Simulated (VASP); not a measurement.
Wanted: the native input for a VASP 6.6.1 run.

- Task: single point
- Functional: PBE
- Potentials or basis: VASP PAW PBE potentials, release 64 (Ir)
- Cutoff: 520 eV
- k mesh: 16 × 16 × 16
- Occupations: gaussian, width 0.15 eV
- Spin: no spin polarisation
- Dipole correction: no
- Further INCAR settings: ALGO = Normal; EDIFF = 1e-07; NBANDS = 10

The structure of Ir lies in POSCAR:

```
Ir
1.0
    0.0000000000      1.9353284929      1.9353284929
    1.9353284929      0.0000000000      1.9353284929
    1.9353284929      1.9353284929      0.0000000000
Ir
1
Direct
    0.0000000000      0.0000000000      0.0000000000
```

These files were run (other wordings do the same):

INCAR

```
PREC = Accurate
ENCUT = 520
EDIFF = 1E-7
ISMEAR = 0
SIGMA = 0.15
LREAL = F
LASPH = T
NELM = 80
ALGO = Normal
ISIF = 2
LWAVE = F
LCHARG = T
GGA = PE
LELF = T
LVHAR = T
NBANDS = 10
```

KPOINTS

```
regular mesh
0
Gamma
  16 16 16
```

Potentials or basis: VASP PAW PBE potentials, release 64 (Ir).

The run is started by

```sh
$ cat potpaw_PBE.64/Ir/POTCAR > POTCAR
$ mpirun -np 1 vasp_std > vasp.out
```

It gave:

```yaml
Pressure: 0.8 GPa
```

Run time: 9.4 s on 1 thread of Intel(R) Xeon(R) 6975P-C (Granite Rapids) (shared host), peak memory 0.14 GiB.
